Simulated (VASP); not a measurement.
Write the native input for VASP 6.6.1 that does the following.

```
Task                   : single point
Functional             : LDA
Potentials or basis    : VASP PAW LDA potentials, release 64 (Ag)
Cutoff                 : 520 eV
k mesh                 : 14 × 14 × 4
Occupations            : fermi-dirac, width 0.08 eV
Spin                   : no spin polarisation
Dipole correction      : no
Further INCAR settings : ALGO = Normal; EDIFF = 1e-06; NBANDS = 30
```

The structure of Ag lies in POSCAR:

```
Ag
1.0
    2.8957876797      0.0000000000      0.0000000000
   -1.4478938399      2.5078256947      0.0000000000
    0.0000000000      0.0000000000     10.0332228354
Ag
4
Direct
    0.3333333333      0.6666666667      0.2500000000
    0.6666666667      0.3333333333      0.7500000000
    0.0000000000      0.0000000000      0.0000000000
    0.0000000000      0.0000000000      0.5000000000
```

This isn't the form of Ag at room conditions, which is fcc.

One way to write it, as run:

INCAR

```
PREC = Accurate
ENCUT = 520
EDIFF = 1E-6
ISMEAR = -1
SIGMA = 0.08
LREAL = F
LASPH = T
NELM = 100
ALGO = Normal
ISIF = 2
LWAVE = F
LCHARG = T
GGA = CA
LELF = T
LVHAR = T
NBANDS = 30
```

KPOINTS

```
regular mesh
0
Gamma
  14 14 4
```

Potentials or basis: VASP PAW LDA potentials, release 64 (Ag).

Launch:

```sh
$ cat potpaw_LDA.64/Ag/POTCAR > POTCAR
$ mpirun -np 1 vasp_std > vasp.out
```

Results of the run:

| Property | Result |
| --- | --- |
| Pressure | -11.7 GPa |
| Band gap on the k mesh | zero (bands 22 and 23 overlap by 6.00 eV) |

Caveat: the cell stands under tension.

Wall time 45 s on 1 thread of Intel(R) Xeon(R) 6975P-C (Granite Rapids) (shared host), peak memory 0.24 GiB.
